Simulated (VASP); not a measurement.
Set up this calculation in VASP 6.6.1, as the native input.

```
Task                   : single point
Functional             : PBE
Potentials or basis    : VASP PAW PBE potentials, release 64 (K_sv, I)
Cutoff                 : 520 eV
k mesh                 : 6 × 6 × 6
Occupations            : gaussian, width 0.05 eV
Spin                   : no spin polarisation
Dipole correction      : no
Further INCAR settings : ALGO = Normal; EDIFF = 1e-06; NBANDS = 15
```

The structure of KI lies in POSCAR:

```
KI
1.0
    0.0000000000      3.8065140000      3.5245500000
    3.8065140000      0.0000000000      3.5245500000
    3.8065140000      3.8065140000      0.0000000000
K I
1 1
Direct
    0.0000000000      0.0000000000      0.0000000000
    0.5000000000      0.5000000000      0.5000000000
```

This cell differs from its parent crystal: strain +0.080 along x and y, +0.000 along z.

The input as run:

INCAR

```
SYSTEM = KI
PREC     = Accurate       ! precision mode
ENCUT    = 520            ! plane-wave cutoff, eV
EDIFF    = 1E-6           ! SCF threshold, eV
ISMEAR   = 0              ! smearing method
SIGMA    = 0.05           ! smearing width, eV
LREAL    = .FALSE.        ! projectors in reciprocal space
LASPH    = .TRUE.         ! aspherical terms in the spheres
NELM     = 100            ! most SCF steps
ALGO     = Normal         ! electronic algorithm
ISIF     = 2              ! what is computed and relaxed
LWAVE    = .FALSE.        ! write WAVECAR
LCHARG   = .FALSE.        ! write CHGCAR
GGA      = PE             ! functional
NBANDS   = 15             ! bands
```

KPOINTS

```
Automatic mesh
0
G
  6 6 6
  0 0 0
```

Potentials or basis: VASP PAW PBE potentials, release 64 (K_sv, I).

The run is started by

```sh
$ cat potpaw_PBE.64/K_sv/POTCAR potpaw_PBE.64/I/POTCAR > POTCAR
$ mpirun -np 1 vasp_std > vasp.out
```

Results of the run:

```
Pressure               : -0.7 GPa
Band gap on the k mesh : 3.65 eV, direct
```

Caveat: the cell differs from its parent crystal (strain +0.080 along x and y, +0.000 along z); spin-orbit coupling is left out, which moves the levels of the heavy elements.

Run time: 47 s on 1 thread of Intel(R) Xeon(R) Platinum 8488C (Sapphire Rapids), with other jobs on the host, peak memory 0.25 GiB.
